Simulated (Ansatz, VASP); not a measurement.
# Two plane-wave programs on BaTe

The input INCAR:

```
ALGO = Normal ; EDIFF = 1E-7
ENCUT = 520 ; GGA = PE
ISIF = 2 ; ISMEAR = 0
LASPH = True ; LCHARG = False
LREAL = False ; LWAVE = False
NBANDS = 15 ; NELM = 80
PREC = Accurate ; SIGMA = 0.05
```

KPOINTS

```
k-points
0
Gamma
  6 6 6
```

The input POSCAR:

```
BaTe
1.0
    4.0493427000      0.0000000000      0.0000000000
    0.0000000000      4.0493427000      0.0000000000
    0.0000000000      0.0000000000      4.4755893000
Ba Te
1 1
Direct
    0.0000000000      0.0000000000      0.0000000000
    0.5000000000      0.5000000000      0.5000000000
```

Input for Ansatz:

```yaml
crystal:
  lattice:
    - [4.0493427, 0.0, 0.0]
    - [0.0, 4.0493427, 0.0]
    - [0.0, 0.0, 4.4755893]
  atoms:
    - { symbol: Ba, position: [0.0, 0.0, 0.0] }
    - { symbol: Te, position: [0.5, 0.5, 0.5] }
basis:
  ecutwfc: 420
kpoints:
  mp_grid: { grid: [6, 6, 6] }
hamiltonian:
  xc: pbe
scf:
  occupations: { method: gaussian, width: 0.05 }
output:
  forces: true
  stress: true
  eigenvalues: true
```

Change from the starting cell: strain -0.050 along x and y, +0.050 along z, atoms carried along.

Alike in both runs: task single point; functional PBE; k mesh 6 × 6 × 6; occupations gaussian, width 0.05 eV; no spin polarisation.

```csv
,VASP,Ansatz
version,VASP 6.6.1,Ansatz 0.2.0
potentials or method,"VASP PAW PBE potentials, release 64 (Ba_sv, Te), cutoff 520 eV","scalar-relativistic, plane waves, PAW"
valence electrons in the cell,16,26
```

```csv
,VASP,Ansatz,Ansatz less VASP
gap on the k mesh at the Fermi level (eV),0.14,0.25,+0.111
least direct gap on the mesh (eV),0.46,0.58,+0.114
pressure (GPa),2.0,1.4,-0.56
"traceless stress, the component that is largest in VASP (GPa)",-4.95,-4.94,+0.011
```

VASP's potentials hold 16 valence electrons a cell and Ansatz's 26, so a difference there can come from the potentials and not from the codes.

Spin-orbit coupling is off throughout.
